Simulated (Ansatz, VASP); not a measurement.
B3Pd: VASP beside Ansatz

```
B Pd
1.0
     2.89374    0.00000    0.00000
    -1.44687    2.50605    0.00000
     0.00000    0.00000    4.82485
B Pd
3 1
Direct
  0.00000 0.00000 0.83908
  0.00000 0.00000 0.16092
  0.66667 0.33333 0.00000
  0.33333 0.66667 0.50000
```

Alike in both runs: task single point; functional PBE; k mesh 6 × 6 × 4; occupations gaussian, width 0.1 eV; no spin polarisation.

|  | VASP | Ansatz |
| --- | --- | --- |
| version | VASP 6.6.1 | Ansatz 0.2.0 |
| potentials or method | VASP PAW PBE potentials, release 64 (B, Pd), cutoff 500 eV | scalar-relativistic, plane waves, PAW |
| valence electrons in the cell | 19 | 27 |

```csv
,VASP,Ansatz,Ansatz less VASP
gap on the k mesh at the Fermi level (eV),none,none,-
pressure (GPa),0.1,0.1,-0.03
"traceless stress, the component that is largest in VASP (GPa)",-1.02,-1.17,-0.143
rms of the force components (eV/Å),0.004,0.015,+0.0111
```

Atom by atom the forces differ by 0.011 eV/Å (rms over components). A gap of «none» marks a metal or a gap that the smearing closes. With one functional, cell and mesh, what is left measures potentials, basis and numerics. VASP's potentials hold 19 valence electrons a cell and Ansatz's 27, so a difference there can come from the potentials and not from the codes.

The k mesh is coarse, so the values compare programs but aren't converged.
